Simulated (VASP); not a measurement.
A run of VASP 6.6.1 is set up as follows.

File INCAR:

```
PREC = Accurate
ENCUT = 520
EDIFF = 1E-6
ISMEAR = 0
SIGMA = 0.15
LREAL = F
LASPH = T
NELM = 80
ALGO = Normal
ISIF = 2
LWAVE = F
LCHARG = F
GGA = PE
NBANDS = 15
```

File KPOINTS:

```
regular mesh
0
Gamma
  18 18 12
```

File POSCAR:

```
Os
1.0
    2.7340999755      0.0000000000      0.0000000000
   -1.3670499878      2.3678000353      0.0000000000
    0.0000000000      0.0000000000      4.3197000000
Os
2
Direct
    0.3333333333      0.6666666667      0.2500000000
    0.6666666667      0.3333333333      0.7500000000
```

Potentials or basis: VASP PAW PBE potentials, release 64 (Os).

Run with:

```console
$ cat potpaw_PBE.64/Os/POTCAR > POTCAR
$ mpirun -np 1 vasp_std > vasp.out
```

Problem. Estimate the pressure.

Solution. 8.7 GPa.

Problem. Estimate the band gap on the k mesh.

Solution. Zero (band 8 reaches 11.51 eV, above the bottom of band 9 at 7.58 eV).

Stress tensor (GPa, compression positive):
```
8.66 0.00 0.00
0.00 8.66 0.00
0.00 0.00 8.87
```

Caveat: spin-orbit coupling is left out, which moves the levels of the heavy elements.
